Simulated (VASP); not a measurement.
# Mg (P3m1) in VASP: single point with PBE

Aim: the single point of Mg with PBE.

Program: VASP 6.6.1. These are calculated values, not measurements. Logs are shortened: lines on timing, memory, paths and dates and some standing lists are left out, and cuts for length are marked.

**1. The cell of the first run**

Symmetry: P3m1, No. 156, trigonal system. Conventional cell: a = 3.038 Å, b = 3.038 Å, c = 10.177 Å, α = 90.00°, β = 90.00°, γ = 120.00°. Mg (site symmetry 3m) has 12 Mg at 3.00 to 3.20 Å within 4.0 Å. Within 4.0 Å of Mg (site symmetry 3m) lie 12 Mg at 3.00 to 3.17 Å. Within 3.9 Å of Mg (site symmetry 3m) lie 12 Mg at 2.99 to 3.17 Å. Mg (site symmetry 3m) has 12 Mg at 2.99 to 3.20 Å within 3.9 Å.

**2. Single point, PBE (strained and its atoms moved)**

INCAR

```
ALGO = Normal
EDIFF = 1E-6
ENCUT = 520
GGA = PE
ISIF = 2
ISMEAR = 0
LASPH = T
LCHARG = F
LREAL = F
LWAVE = F
NBANDS = 12
NELM = 80
PREC = Accurate
SIGMA = 0.1
```

KPOINTS

```
k-points
0
Gamma
  15 15 4
```

POSCAR

```
Mg
1.0
    3.0377129478      0.0000000000      0.0000000000
   -1.5188564739      2.6307365822      0.0000000000
    0.0000000000      0.0000000000     10.1765649029
Mg
4
Direct
    0.0000000000      0.0000000000      0.0060340882
    0.3333333300      0.6666666700      0.2456240340
    0.0000000000      0.0000000000      0.5054280972
    0.6666666700      0.3333333300      0.7429137806
```

Potentials or basis: VASP PAW PBE potentials, release 64 (Mg).

On the command line:

```bash
> cat potpaw_PBE.64/Mg/POTCAR > POTCAR
> mpirun -np 1 vasp_std > vasp.out
```

OUTCAR:

```text
EDIFF = 1E-6
   ENCUT = 520
   GGA = PE
   ISIF = 2
   ISMEAR = 0
   LASPH = T
   LREAL = F
   NELM = 80
   PREC = Accurate

 ion  position               nearest neighbor table
   1  0.000  0.000  0.006-   2 3.00   2 3.00   2 3.00   4 3.20   4 3.20   4 3.20
   2  0.333  0.667  0.246-   1 3.00   1 3.00   1 3.00   3 3.17   3 3.17   3 3.17
   3  0.000  0.000  0.505-   4 2.99   4 2.99   4 2.99   2 3.17   2 3.17   2 3.17
   4  0.667  0.333  0.743-   3 2.99   3 2.99   3 2.99   1 3.20   1 3.20   1 3.20

  LATTYP: Found a hexagonal cell.
 ALAT       =     3.0377129478
 C/A-ratio  =     3.3500745718

  Lattice vectors:

 A1 = (   3.0377129478,   0.0000000000,   0.0000000000)
 A2 = (  -1.5188564739,   2.6307365822,   0.0000000000)
 A3 = (   0.0000000000,   0.0000000000,  10.1765649029)

Analysis of symmetry for initial positions (statically):
=====================================================================
 Subroutine PRICEL returns:
 Original cell was already a primitive cell.

 Routine SETGRP: Setting up the symmetry group for a
 hexagonal supercell.

 Subroutine GETGRP returns: Found  6 space group operations
 (whereof  6 operations were pure point group operations)
 out of a pool of 24 trial point group operations.

The static configuration has the point symmetry C_3v.

Analysis of symmetry for dynamics (positions and initial velocities):
=====================================================================
 Subroutine PRICEL returns:
 Original cell was already a primitive cell.

 Routine SETGRP: Setting up the symmetry group for a
 hexagonal supercell.

 Subroutine GETGRP returns: Found  6 space group operations
 (whereof  6 operations were pure point group operations)
 out of a pool of 24 trial point group operations.

The dynamic configuration has the point symmetry C_3v.

 Subroutine INISYM returns: Found  6 space group operations
 (whereof  6 operations are pure point group operations),
 and found     1 'primitive' translations

----------------------------------------------------------------------------------------

                                     Primitive cell

  volume of cell :      81.3252

  direct lattice vectors                    reciprocal lattice vectors
     3.037712948  0.000000000  0.000000000     0.329195028  0.190060838  0.000000000
    -1.518856474  2.630736582  0.000000000     0.000000000  0.380121676  0.000000000
     0.000000000  0.000000000 10.176564903     0.000000000  0.000000000  0.098264985

  length of vectors
     3.037712948  3.037712948 10.176564903     0.380121676  0.380121676  0.098264985

  position of ions in fractional coordinates (direct lattice)
     0.000000000  0.000000000  0.006034088
     0.333333330  0.666666670  0.245624034
     0.000000000  0.000000000  0.505428097
     0.666666670  0.333333330  0.742913781

  ion indices of the primitive-cell ions
   primitive index   ion index
                 1           1
                 2           2
                 3           3
                 4           4

----------------------------------------------------------------------------------------

 KPOINTS: k-points

Automatic generation of k-mesh.
 Grid dimensions read from file:
 generate k-points for:   15   15    4

 Generating k-lattice:

  Cartesian coordinates                     Fractional coordinates (reciprocal lattice)
     0.021946335  0.012670723  0.000000000     0.066666667  0.000000000  0.000000000
     0.000000000  0.025341445  0.000000000     0.000000000  0.066666667  0.000000000
     0.000000000  0.000000000  0.024566246     0.000000000  0.000000000  0.250000000

  Length of vectors
     0.025341445  0.025341445  0.024566246

  Shift w.r.t. Gamma in fractional coordinates (k-lattice)
     0.000000000  0.000000000  0.000000000

 Subroutine IBZKPT returns following result:
 ===========================================

 Found    100 irreducible k-points:

 Following reciprocal coordinates:
            Coordinates               Weight
  0.000000  0.000000  0.000000      1.000000
  0.066667  0.000000  0.000000      6.000000
  0.133333 -0.000000  0.000000      6.000000
  0.200000 -0.000000  0.000000      6.000000
  0.266667 -0.000000  0.000000      6.000000
  0.333333 -0.000000  0.000000      6.000000
[... 16 lines left out ...]
  0.333333  0.200000  0.000000     12.000000
  0.400000  0.200000  0.000000      6.000000
 [... further k-points ...]
   k-points           NKPTS =    100   k-points in BZ     NKDIM =    100   number of bands    NBANDS=     12
   number of dos      NEDOS =    301   number of ions     NIONS =      4
   total plane-waves  NPLWV =  46080
   dimension x,y,z NGX =    24 NGY =   24 NGZ =   80
   dimension x,y,z NGXF=    48 NGYF=   48 NGZF=  160
   ions per type =               4
   NGX,Y,Z   is equivalent  to a cutoff of  13.13, 13.13, 13.07 a.u.
   NGXF,Y,Z  is equivalent  to a cutoff of  26.27, 26.27, 26.14 a.u.
 SYSTEM =  unknown system
   PREC   = accura    normal or accurate (medium, high low for compatibility)
   ISTART =      0    job   : 0-new  1-cont  2-samecut
   ICHARG =      2    charge: 1-file 2-atom 10-const
   ISPIN  =      1    spin polarized calculation?
   LNONCOLLINEAR =      F non collinear calculations
   LSORBIT =      F    spin-orbit coupling
   LASPH  =      T    aspherical Exc in radial PAW
   ENCUT  =  520.0 eV  38.22 Ry    6.18 a.u.   5.65  5.65 18.92*2*pi/ulx,y,z
   NELM   =     80;   NELMIN=  2; NELMDL= -5     # of ELM steps
   EDIFF  = 0.1E-05   stopping-criterion for ELM
   LREAL  =      F    real-space projection
   EDIFFG = 0.1E-04   stopping-criterion for IOM
   NSW    =      0    number of steps for IOM
   IBRION =     -1    ionic relax: 0-MD 1-quasi-New 2-CG
   NFREE  =      0    steps in history (QN), initial steepest desc. (CG)
   ISIF   =      2    stress and relaxation
   ISYM   =      2    0-nonsym 1-usesym 2-fastsym
   POTIM  = 0.5000    time-step for ionic-motion
   TEBEG  =    0.0;   TEEND  =   0.0 temperature during run
   PSTRESS=    0.0 pullay stress
   NELECT =       8.0000    total number of electrons
   NUPDOWN=      -1.0000    fix difference up-down
   EMIN   =  10.00;   EMAX   =-10.00  energy-range for DOS
   EFERMI =   0.00;   METHOD = LEGACY
   ISMEAR =     0;   SIGMA  =   0.10  broadening in eV -4-tet -1-fermi 0-gaus
   EFERMI_NEDOS =   21; number of points for ismear=-14 and -15
   IALGO  =     38    algorithm
   IMIX   =      4    mixing-type and parameters
     AMIX     =   0.40;   BMIX     =  1.00
     AMIX_MAG =   1.60;   BMIX_MAG =  1.00
  volume/ion in A,a.u.               =      20.33       137.20
  Fermi-wavevector in a.u.,A,eV,Ry     =   0.755724  1.428111  7.770537  0.571118
  Thomas-Fermi vector in A             =   1.853683
   LORBIT       =      0    0 simple, 1 ext, 2 COOP (PROOUT), +10 PAW based schemes
   GGA     = PE    functional components
   LHFCALC =     F    Hartree Fock is set to
   AEXX    =    0.0000 exact exchange contribution
   IVDW    =     0    specifies the selected vdW correction
   LEPSILON=     F    determine dielectric tensor
   LRPA    =     F    only Hartree local field effects (RPA)
 non-spin polarized calculation
 Gauss-broadening in eV      SIGMA  =   0.10
  energy-cutoff  :      520.00
  volume of cell :       81.33
 maximum number of plane-waves:      2234
 NGX is ok and might be reduce to    24
   NGX = 11   NGY = 11   NGZ = 37

 number of electron       8.0000000 magnetization

 Free energy of the ion-electron system (eV)
  ---------------------------------------------------
  ext. energy  EPLUGINS =         0.00000000
  ---------------------------------------------------
  free energy    TOTEN  =        -5.77167898 eV

  energy without entropy =       -5.76261312  energy(sigma->0) =       -5.76714605

 E-fermi :   3.2941     XC(G=0):  -8.8720

 val. band max:        3.2869485309   @ k =   0.2667   0.2667   0.5000
 cond. band min:       3.3330805342   @ k =  -0.1333   0.4667   0.2500
 fundamental gap:      0.0461320033
 Fermi energy:         3.2940722158

 k-point     1 :       0.0000    0.0000    0.0000
  band No.  band energies     occupation
      1      -4.1816      2.00000
      2      -2.9087      2.00000
      3      -2.5431      2.00000
      4       1.2505      2.00000
      5       1.7621      2.00000
      6       8.1627      0.00000
      7       8.2489      0.00000
      8      15.3360      0.00000
      9      15.3360      0.00000
     10      15.5632      0.00000
     11      15.5632      0.00000
     12      15.7782      0.00000

 k-point     2 :       0.0667    0.0000    0.0000
  band No.  band energies     occupation
      1      -4.0846      2.00000
      2      -2.8134      2.00000
      3      -2.4478      2.00000
      4       1.3380      2.00000
      5       1.8557      2.00000
      6       8.2398      0.00000
      7       8.3226      0.00000
      8      13.5488      0.00000
      9      14.3607      0.00000
     10      14.4209      0.00000
     11      14.6914      0.00000
     12      15.3058      0.00000

 k-point     3 :       0.1333   -0.0000    0.0000
  band No.  band energies     occupation
      1      -3.7945      2.00000
      2      -2.5280      2.00000
      3      -2.1627      2.00000
      4       1.6006      2.00000
      5       2.1342      2.00000
      6       8.4573      0.00000
      7       8.5264      0.00000
      8      11.3633      0.00000
      9      12.2790      0.00000
     10      12.6295      0.00000
     11      13.5014      0.00000
     12      14.1953      0.00000

 k-point     4 :       0.2000   -0.0000    0.0000
  band No.  band energies     occupation
      1      -3.3131      2.00000
      2      -2.0546      2.00000
      3      -1.6896      2.00000
      4       2.0389      2.00000
      5       2.5882      2.00000
      6       8.5238      0.00000
      7       8.7751      0.00000
      8       9.5369      0.00000
      9      10.3145      0.00000
     10      10.6238      0.00000
     11      12.7274      0.00000
     12      12.9448      0.00000

 k-point     5 :       0.2667   -0.0000    0.0000
  band No.  band energies     occupation
      1      -2.6439      2.00000
      2      -1.3969      2.00000
      3      -1.0320      2.00000
      4       2.6532      2.00000
      5       3.1915      1.85327
      6       7.0418      0.00000
      7       7.9923      0.00000
      8       8.4308      0.00000
      9       9.6727      0.00000
     10       9.8257      0.00000
     11      11.6376      0.00000
     12      11.9630      0.00000
[... 228 lines left out ...]
      1      -1.6035      2.00000
      2      -0.3755      2.00000
      3      -0.0105      2.00000
      4       3.6197      0.00000
      5       4.0433      0.00000
      6       6.4284      0.00000
      7       6.8975      0.00000
      8       7.4250      0.00000
      9       7.5150      0.00000
     10       8.3921      0.00000
     11       8.8924      0.00000
     12      10.6240      0.00000

 k-point    22 :       0.2667    0.2000    0.0000
  band No.  band energies     occupation
      1      -0.6697      2.00000
      2       0.5382      2.00000
      3       0.9023      2.00000
      4       4.3166      0.00000
      5       4.4943      0.00000
      6       5.2783      0.00000
      7       5.8222      0.00000
      8       6.1362      0.00000
      9       6.6390      0.00000
     10       7.7165      0.00000
     11       8.2048      0.00000
     12       9.8501      0.00000

 k-point    23 :       0.3333    0.2000    0.0000
  band No.  band energies     occupation
      1       0.4337      2.00000
      2       1.6046      2.00000
      3       1.9575      2.00000
      4       3.1208      1.98572
      5       4.3511      0.00000
      6       4.7009      0.00000
      7       5.4165      0.00000
      8       5.5859      0.00000
      9       6.4999      0.00000
     10       7.4181      0.00000
     11       8.0611      0.00000
     12       8.2793      0.00000

 k-point    24 :       0.4000    0.2000    0.0000
  band No.  band energies     occupation
      1       1.6435      2.00000
      2       1.7301      2.00000
      3       2.6504      2.00000
      4       2.7415      2.00000
      5       3.4795      0.00873
      6       3.5397      0.00051
      7       5.4914      0.00000
      8       6.5612      0.00000
      9       6.7582      0.00000
     10       6.8331      0.00000
     11       7.4187      0.00000
     12       8.4810      0.00000

 [... further k-points ...]
[... 5 lines left out ...]
  --------------------------------------------------------------------------------------
  -------------------------------------------------------------------------------------
  Total        3.3968374      3.3968374      2.1418786      0.0000000      0.0000000      0.0000000
  in kB       66.9206323     66.9206323     42.1968599      0.0000000      0.0000000      0.0000000
  external PRESSURE =      58.6793748 kB  Pullay stress =       0.0000000 kB

 VOLUME and BASIS-vectors are now :
 -----------------------------------------------------------------------------
  energy-cutoff  :      520.00
  volume of cell :       81.33
      direct lattice vectors                 reciprocal lattice vectors
     3.037712948  0.000000000  0.000000000     0.329195028  0.190060838  0.000000000
    -1.518856474  2.630736582  0.000000000     0.000000000  0.380121676  0.000000000
     0.000000000  0.000000000 10.176564903     0.000000000  0.000000000  0.098264985

 POSITION                                       TOTAL-FORCE (eV/Angst)
 -----------------------------------------------------------------------------------
      0.00000      0.00000      0.06141         0.000000     -0.000000     -0.423387
     -0.00000      1.75382      2.49961        -0.000000      0.000000      0.377946
      0.00000      0.00000      5.14352         0.000000     -0.000000     -0.429796
      1.51886      0.87691      7.56031         0.000000     -0.000000      0.475237
 -----------------------------------------------------------------------------------
    total drift:                                0.000000      0.000000      0.000003

  FREE ENERGIE OF THE ION-ELECTRON SYSTEM (eV)
  ---------------------------------------------------
  free  energy   TOTEN  =        -5.7716789803 eV

  energy  without entropy=       -5.7626131164  energy(sigma->0) =       -5.76714605
```

Wall time 2.1 min (1 thread of Oxide Virtual Turin-like, shared host); peak memory 0.21 GiB.

Results:

| Property | Result |
| --- | --- |
| Free energy | -5.7717 eV |
| Pressure | 5.9 GPa |
| Largest force | 0.475 eV/Å |
| Band gap on the k mesh | zero (bands 4 and 5 overlap by 2.55 eV) |

Forces on the atoms (eV/Å):
```
Mg   0.000  0.000 -0.423
Mg   0.000  0.000  0.378
Mg   0.000  0.000 -0.430
Mg   0.000  0.000  0.475
```

Caveat: the cell differs from its parent crystal (strained and its atoms moved); the cell stands under pressure.

The gap in the log of VASP goes by the Fermi energy; the results here count the filled bands.